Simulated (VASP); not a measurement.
Set up this calculation in VASP 6.6.1, as the native input.

```yaml
Task: single point
Functional: PBEsol
Potentials_or_basis: VASP PAW PBE potentials, release 64 (Hg, Te)
Cutoff: 520 eV
k_mesh: 4 × 4 × 4
Occupations: fermi-dirac, width 0.05 eV
Spin: no spin polarisation
Dipole_correction: no
Further_INCAR_settings: ALGO = Normal; EDIFF = 1e-06; NBANDS = 26
```

The structure of HgTe lies in POSCAR:

```
HgTe
1.0
    2.9925180000     -3.4669290000      0.0000000000
    2.9925180000      3.4669290000      0.0000000000
    0.0000000000      0.0000000000      5.7981570000
Hg Te
2 2
Direct
    0.6569500000      0.3430500000      0.2500000000
    0.3430500000      0.6569500000      0.7500000000
    0.2151910000      0.7848090000      0.2500000000
    0.7848090000      0.2151910000      0.7500000000
```

The input as run:

INCAR

```
SYSTEM = HgTe
PREC     = Accurate       ! precision mode
ENCUT    = 520            ! plane-wave cutoff, eV
EDIFF    = 1E-6           ! SCF threshold, eV
ISMEAR   = -1             ! smearing method
SIGMA    = 0.05           ! smearing width, eV
LREAL    = .FALSE.        ! projectors in reciprocal space
LASPH    = .TRUE.         ! aspherical terms in the spheres
NELM     = 80             ! most SCF steps
ALGO     = Normal         ! electronic algorithm
ISIF     = 2              ! what is computed and relaxed
LWAVE    = .FALSE.        ! write WAVECAR
LCHARG   = .TRUE.         ! write CHGCAR
GGA      = PS             ! functional
LELF     = .TRUE.         ! ELF
LVHAR    = .TRUE.       
NBANDS   = 26             ! bands
```

KPOINTS

```
Automatic mesh
0
G
  4 4 4
  0 0 0
```

Potentials or basis: VASP PAW PBE potentials, release 64 (Hg, Te).

Launch:

```bash
$ cat potpaw_PBE.64/Hg/POTCAR potpaw_PBE.64/Te/POTCAR > POTCAR
$ mpirun -np 1 vasp_std > vasp.out
```

Results of the run:

```yaml
Pressure: -3.1 GPa
Largest_force: 0.139 eV/Å
Band_gap_on_the_k_mesh: zero (bands 18 and 19 overlap by 2.07 eV)
```

Caveat: the cell stands under tension; the PAW data sets were made with another functional, which shifts forces and pressure a little; spin-orbit coupling is left out, which moves the levels of the heavy elements.

Run time: 40 s on 1 thread of AMD EPYC 9R14 (Zen 4) (shared host), peak memory 0.23 GiB.
